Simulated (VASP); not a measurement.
Bi4Te7, 11 atoms in the cell. The cell holds a slab with vacuum, 11 atoms: a = 4.447 Å, b = 11.026 Å, c = 22.647 Å, α = 90.00°, β = 90.00°, γ = 101.63°. 

- Program: VASP 6.6.1
- Task: single point
- Functional: PBE
- Potentials or basis: VASP PAW PBE potentials, release 64 (Te, Bi_d)
- Cutoff: 520 eV
- k mesh: 8 × 4 × 1
- Occupations: gaussian, width 0.05 eV
- Spin: no spin polarisation
- Dipole correction: yes
- Further INCAR settings: ALGO = Fast; EDIFF = 1e-06; NBANDS = 62; ISYM = 0

Potentials or basis: VASP PAW PBE potentials, release 64 (Te, Bi_d).

Launch:

```sh
$ cat potpaw_PBE.64/Te/POTCAR potpaw_PBE.64/Bi_d/POTCAR > POTCAR
$ mpirun -np 1 vasp_std > vasp.out
```

Hardware: 1 thread of Oxide Virtual Turin-like Processor, with other jobs on the host.

Question: How long does it take, and how much memory?

Answer: Wall time 84 min on 1 thread of Oxide Virtual Turin-like Processor, on a shared host, peak memory 1.5 GiB. Counts: scf iterations 27, k points 18.
